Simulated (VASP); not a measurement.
# Hg (P6_3/mmc) in VASP: further runs

Runs on Hg. Level: PBE+D3(BJ). Tasks: single point.

Everything below comes from runs of VASP 6.6.1. Logs are shortened: lines on timing, memory, paths and dates and some standing lists are left out, and cuts for length are marked.

## (1) The cell of the first run

Symmetry: P6_3/mmc, No. 194, hexagonal system. Conventional cell: a = 3.352 Å, b = 3.352 Å, c = 5.286 Å, α = 90.00°, β = 90.00°, γ = 120.00°. Within 4.3 Å of Hg (site symmetry -6m2) lie 12 Hg at 3.28 to 3.35 Å.

## (2) Single point, PBE+D3(BJ)

The input, INCAR:

```
SYSTEM = Hg
ALGO = Normal
EDIFF = 1E-6
ENCUT = 520
GGA = PE
ISIF = 2
ISMEAR = 0
IVDW = 12
LASPH = .TRUE.
LCHARG = .TRUE.
LELF = .TRUE.
LREAL = .FALSE.
LVHAR = .TRUE.
LWAVE = .FALSE.
NBANDS = 19
NELM = 100
PREC = Accurate
SIGMA = 0.1
```

The input, KPOINTS:

```
k-points
0
G
  15 15 8
  0 0 0
```

The input, POSCAR:

```
Hg
1.0
    3.3522124042      0.0000000000      0.0000000000
   -1.6761062021      2.9031011009      0.0000000000
    0.0000000000      0.0000000000      5.2861746114
Hg
2
Direct
    0.6666666667      0.3333333333      0.7500000000
    0.3333333333      0.6666666667      0.2500000000
```

Potentials or basis: VASP PAW PBE potentials, release 64 (Hg).

Command:

```sh
> cat potpaw_PBE.64/Hg/POTCAR > POTCAR
> mpirun -np 1 vasp_std > vasp.out
```

OUTCAR:

```text
SYSTEM = Hg
   EDIFF = 1E-6
   ENCUT = 520
   GGA = PE
   ISIF = 2
   ISMEAR = 0
   IVDW = 12
   LASPH = .TRUE.
   LREAL = .FALSE.
   NELM = 100
   PREC = Accurate
 IVDW          = 12

 ion  position               nearest neighbor table
   1  0.667  0.333  0.750-   2 3.28   2 3.28   2 3.28   2 3.28   2 3.28   2 3.28
   2  0.333  0.667  0.250-   1 3.28   1 3.28   1 3.28   1 3.28   1 3.28   1 3.28

  LATTYP: Found a hexagonal cell.
 ALAT       =     3.3522124042
 C/A-ratio  =     1.5769211416

  Lattice vectors:

 A1 = (   3.3522124042,   0.0000000000,   0.0000000000)
 A2 = (  -1.6761062021,   2.9031011009,   0.0000000000)
 A3 = (   0.0000000000,   0.0000000000,   5.2861746114)

Analysis of symmetry for initial positions (statically):
=====================================================================
 Subroutine PRICEL returns:
 Original cell was already a primitive cell.

 Routine SETGRP: Setting up the symmetry group for a
 hexagonal supercell.

 Subroutine GETGRP returns: Found 24 space group operations
 (whereof 12 operations were pure point group operations)
 out of a pool of 24 trial point group operations.

The static configuration has the point symmetry D_3d.
 The point group associated with its full space group is D_6h.

Analysis of symmetry for dynamics (positions and initial velocities):
=====================================================================
 Subroutine PRICEL returns:
 Original cell was already a primitive cell.

 Routine SETGRP: Setting up the symmetry group for a
 hexagonal supercell.

 Subroutine GETGRP returns: Found 24 space group operations
 (whereof 12 operations were pure point group operations)
 out of a pool of 24 trial point group operations.

The dynamic configuration has the point symmetry D_3d.
 The point group associated with its full space group is D_6h.

 Subroutine INISYM returns: Found 24 space group operations
 (whereof 12 operations are pure point group operations),
 and found     1 'primitive' translations

----------------------------------------------------------------------------------------

                                     Primitive cell

  volume of cell :      51.4441

  direct lattice vectors                    reciprocal lattice vectors
     3.352212404  0.000000000  0.000000000     0.298310453  0.172229620  0.000000000
    -1.676106202  2.903101101  0.000000000     0.000000000  0.344459240  0.000000000
     0.000000000  0.000000000  5.286174611     0.000000000  0.000000000  0.189172714

  length of vectors
     3.352212404  3.352212404  5.286174611     0.344459240  0.344459240  0.189172714

  position of ions in fractional coordinates (direct lattice)
     0.666666667  0.333333333  0.750000000
     0.333333333  0.666666667  0.250000000

  ion indices of the primitive-cell ions
   primitive index   ion index
                 1           1
                 2           2

----------------------------------------------------------------------------------------

 KPOINTS: k-points

Automatic generation of k-mesh.
 Grid dimensions read from file:
 generate k-points for:   15   15    8

 Generating k-lattice:

  Cartesian coordinates                     Fractional coordinates (reciprocal lattice)
     0.019887364  0.011481975  0.000000000     0.066666667  0.000000000  0.000000000
     0.000000000  0.022963949  0.000000000     0.000000000  0.066666667  0.000000000
     0.000000000  0.000000000  0.023646589     0.000000000  0.000000000  0.125000000

  Length of vectors
     0.022963949  0.022963949  0.023646589

  Shift w.r.t. Gamma in fractional coordinates (k-lattice)
     0.000000000  0.000000000  0.000000000

 Subroutine IBZKPT returns following result:
 ===========================================

 Found    135 irreducible k-points:

 Following reciprocal coordinates:
            Coordinates               Weight
  0.000000  0.000000  0.000000      1.000000
  0.066667 -0.000000  0.000000      6.000000
  0.133333 -0.000000  0.000000      6.000000
  0.200000 -0.000000  0.000000      6.000000
  0.266667 -0.000000  0.000000      6.000000
  0.333333 -0.000000  0.000000      6.000000
[... 16 lines left out ...]
  0.333333  0.200000  0.000000     12.000000
  0.400000  0.200000  0.000000      6.000000
 [... further k-points ...]
   k-points           NKPTS =    135   k-points in BZ     NKDIM =    135   number of bands    NBANDS=     19
   number of dos      NEDOS =    301   number of ions     NIONS =      2
   total plane-waves  NPLWV =  31360
   dimension x,y,z NGX =    28 NGY =   28 NGZ =   40
   dimension x,y,z NGXF=    56 NGYF=   56 NGZF=   80
   ions per type =               2
   NGX,Y,Z   is equivalent  to a cutoff of  13.89, 13.89, 12.58 a.u.
   NGXF,Y,Z  is equivalent  to a cutoff of  27.77, 27.77, 25.16 a.u.
 SYSTEM =  Hg
   PREC   = accura    normal or accurate (medium, high low for compatibility)
   ISTART =      0    job   : 0-new  1-cont  2-samecut
   ICHARG =      2    charge: 1-file 2-atom 10-const
   ISPIN  =      1    spin polarized calculation?
   LNONCOLLINEAR =      F non collinear calculations
   LSORBIT =      F    spin-orbit coupling
   LASPH  =      T    aspherical Exc in radial PAW
   ENCUT  =  520.0 eV  38.22 Ry    6.18 a.u.   6.23  6.23  9.83*2*pi/ulx,y,z
   NELM   =    100;   NELMIN=  2; NELMDL= -5     # of ELM steps
   EDIFF  = 0.1E-05   stopping-criterion for ELM
   LREAL  =      F    real-space projection
   EDIFFG = 0.1E-04   stopping-criterion for IOM
   NSW    =      0    number of steps for IOM
   IBRION =     -1    ionic relax: 0-MD 1-quasi-New 2-CG
   NFREE  =      0    steps in history (QN), initial steepest desc. (CG)
   ISIF   =      2    stress and relaxation
   ISYM   =      2    0-nonsym 1-usesym 2-fastsym
   POTIM  = 0.5000    time-step for ionic-motion
   TEBEG  =    0.0;   TEEND  =   0.0 temperature during run
   PSTRESS=    0.0 pullay stress
   NELECT =      24.0000    total number of electrons
   NUPDOWN=      -1.0000    fix difference up-down
   EMIN   =  10.00;   EMAX   =-10.00  energy-range for DOS
   EFERMI =   0.00;   METHOD = LEGACY
   ISMEAR =     0;   SIGMA  =   0.10  broadening in eV -4-tet -1-fermi 0-gaus
   EFERMI_NEDOS =   21; number of points for ismear=-14 and -15
   IALGO  =     38    algorithm
   IMIX   =      4    mixing-type and parameters
     AMIX     =   0.40;   BMIX     =  1.00
     AMIX_MAG =   1.60;   BMIX_MAG =  1.00
  volume/ion in A,a.u.               =      25.72       173.58
  Fermi-wavevector in a.u.,A,eV,Ry     =   1.269697  2.399380 21.934375  1.612131
  Thomas-Fermi vector in A             =   2.402725
   LORBIT       =      0    0 simple, 1 ext, 2 COOP (PROOUT), +10 PAW based schemes
   GGA     = PE    functional components
   LHFCALC =     F    Hartree Fock is set to
   AEXX    =    0.0000 exact exchange contribution
   IVDW    =    12    specifies the selected vdW correction
   LEPSILON=     F    determine dielectric tensor
   LRPA    =     F    only Hartree local field effects (RPA)
 non-spin polarized calculation
 Gauss-broadening in eV      SIGMA  =   0.10
  energy-cutoff  :      520.00
  volume of cell :       51.44
 maximum number of plane-waves:      1412
 NGX is ok and might be reduce to    28
   NGX = 13   NGY = 13   NGZ = 19

 number of electron      24.0000002 magnetization

 Free energy of the ion-electron system (eV)
  ---------------------------------------------------
  ext. energy  EPLUGINS =         0.00000000
  ---------------------------------------------------
  free energy    TOTEN  =        -0.29575851 eV

  energy without entropy =       -0.29372180  energy(sigma->0) =       -0.29474015

 E-fermi :   1.7935     XC(G=0): -10.3842

 val. band max:        1.7597569736   @ k =   0.2667   0.2000   0.1250
 cond. band min:       1.8244230748   @ k =   0.3333   0.0667   0.0000
 fundamental gap:      0.0646661012
 Fermi energy:         1.7934612382

 k-point     1 :       0.0000    0.0000    0.0000
  band No.  band energies     occupation
      1      -6.2750      2.00000
      2      -5.4152      2.00000
      3      -4.5809      2.00000
      4      -4.5809      2.00000
      5      -4.5689      2.00000
      6      -4.4555      2.00000
[... 11 lines left out ...]
     18      15.8252      0.00000
     19      16.0085      0.00000

 k-point     2 :       0.0667   -0.0000    0.0000
  band No.  band energies     occupation
      1      -6.1853      2.00000
      2      -5.3727      2.00000
      3      -4.6460      2.00000
      4      -4.5464      2.00000
      5      -4.4999      2.00000
      6      -4.4626      2.00000
[... 11 lines left out ...]
     18      16.2459      0.00000
     19      16.5289      0.00000

 k-point     3 :       0.1333   -0.0000    0.0000
  band No.  band energies     occupation
      1      -5.9290      2.00000
      2      -5.2658      2.00000
      3      -4.7065      2.00000
      4      -4.4903      2.00000
      5      -4.4654      2.00000
      6      -4.4473      2.00000
[... 11 lines left out ...]
     18      16.2596      0.00000
     19      16.6642      0.00000

 k-point     4 :       0.2000   -0.0000    0.0000
  band No.  band energies     occupation
      1      -5.5678      2.00000
      2      -5.1719      2.00000
      3      -4.6965      2.00000
      4      -4.5983      2.00000
      5      -4.5013      2.00000
      6      -4.4919      2.00000
[... 407 lines left out ...]
     18      10.8118      0.00000
     19      12.6859      0.00000

 k-point    23 :       0.3333    0.2000    0.0000
  band No.  band energies     occupation
      1      -5.1400      2.00000
      2      -5.0629      2.00000
      3      -4.9395      2.00000
      4      -4.6627      2.00000
      5      -4.3961      2.00000
      6      -4.3531      2.00000
[... 11 lines left out ...]
     18      10.3897      0.00000
     19      12.4048      0.00000

 k-point    24 :       0.4000    0.2000    0.0000
  band No.  band energies     occupation
      1      -5.1659      2.00000
      2      -5.0753      2.00000
      3      -4.9399      2.00000
      4      -4.6576      2.00000
      5      -4.4206      2.00000
      6      -4.3123      2.00000
[... 11 lines left out ...]
     18      10.2633      0.00000
     19      12.3162      0.00000

 [... further k-points ...]

------------------------ aborting loop because EDIFF is reached ----------------------------------------

 Edisp (eV)   -0.81393

 E8    (eV) :    -0.3690

  FORCE on cell =-STRESS in cart. coord.  units (eV):
  Direction    XX          YY          ZZ          XY          YZ          ZX
  --------------------------------------------------------------------------------------
  -------------------------------------------------------------------------------------
  Total       0.05883     0.05883     0.05756     0.00000     0.00000     0.00000
  in kB       1.83217     1.83217     1.79277     0.00000     0.00000     0.00000
  external pressure =        1.82 kB  Pullay stress =        0.00 kB

 VOLUME and BASIS-vectors are now :
 -----------------------------------------------------------------------------
  energy-cutoff  :      520.00
  volume of cell :       51.44
      direct lattice vectors                 reciprocal lattice vectors
     3.352212404  0.000000000  0.000000000     0.298310453  0.172229620  0.000000000
    -1.676106202  2.903101101  0.000000000     0.000000000  0.344459240  0.000000000
     0.000000000  0.000000000  5.286174611     0.000000000  0.000000000  0.189172714

 POSITION                                       TOTAL-FORCE (eV/Angst)
 -----------------------------------------------------------------------------------
      1.67611      0.96770      3.96463        -0.000000      0.000000      0.000000
     -0.00000      1.93540      1.32154         0.000000     -0.000000      0.000000
 -----------------------------------------------------------------------------------
    total drift:                               -0.000000      0.000000     -0.000000

  FREE ENERGIE OF THE ION-ELECTRON SYSTEM (eV)
  ---------------------------------------------------
  free  energy   TOTEN  =        -1.1096920686 eV

  energy  without entropy=       -1.1076553654  energy(sigma->0) =       -1.10867372
```

Run time: 62 s. Hardware: 1 thread of Intel Xeon Platinum 8488C (Sapphire Rapids), shared host; peak memory 0.26 GiB.

Results:

- Free energy: -1.1097 eV
- Pressure: 0.2 GPa
- Band gap on the k mesh: zero (band 12 reaches 1.95 eV, above the bottom of band 13 at 1.02 eV)
- Dispersion energy per atom: -0.407 eV

Caveat: spin-orbit coupling is left out, which moves the levels of the heavy elements; pairwise dispersion overbinds metals, which lowers pressure and volume.

## (3) Single point, PBE+D3(BJ)

The input, INCAR:

```
SYSTEM = Hg
PREC = Accurate
ENCUT = 520
EDIFF = 1E-7
ISMEAR = 0
SIGMA = 0.1
LREAL = .FALSE.
LASPH = .TRUE.
NELM = 100
ALGO = Normal
ISIF = 2
LWAVE = .FALSE.
LCHARG = .FALSE.
GGA = PE
IVDW = 12
NBANDS = 19
```

The input, KPOINTS:

```
Automatic mesh
0
G
  12 12 8
  0 0 0
```

The input, POSCAR:

```
Hg
1.0
    3.3426328046      0.0000000000      0.0000000000
   -1.6713164023      2.8948049243      0.0000000000
    0.0000000000      0.0000000000      5.3059573554
Hg
2
Direct
    0.6666666667      0.3333333333      0.7500000000
    0.3333333333      0.6666666667      0.2500000000
```

Potentials or basis: VASP PAW PBE potentials, release 64 (Hg).

Command:

```sh
> cat potpaw_PBE.64/Hg/POTCAR > POTCAR
> mpirun -np 1 vasp_std > vasp.out
```

It took 26 s on 1 thread of Intel Xeon 6975P-C (Granite Rapids), shared host; peak memory 0.23 GiB.

It converged, with:

* Free energy: -1.1081 eV
* Pressure: 0.2 GPa
* Band gap on the k mesh: zero (band 12 reaches 1.91 eV, above the bottom of band 13 at 0.99 eV)
* Dispersion energy per atom: -0.408 eV

Stress tensor (GPa, compression positive):
```
0.15 0.00 0.00
0.00 0.15 0.00
0.00 0.00 0.24
```

Levels at points of the mesh, in eV from the Fermi level:
```csv
k point,band 9,band 10,band 11,band 12,band 13,band 14,band 15,band 16
"(0.00, 0.00, 0.00)",-6.17,-5.53,-5.53,-1.20,-0.83,11.76,11.76,12.94
"(0.50, 0.00, 0.00)",-5.43,-5.42,-2.30,-1.91,2.80,3.36,4.24,6.76
"(0.00, 0.00, 0.50)",-5.72,-5.72,-5.72,-5.72,6.98,6.98,12.82,12.82
"(0.50, 0.00, 0.50)",-5.46,-5.46,-1.13,-1.13,0.04,0.04,8.87,8.87
```

Caveat: spin-orbit coupling is left out, which moves the levels of the heavy elements; pairwise dispersion overbinds metals, which lowers pressure and volume.
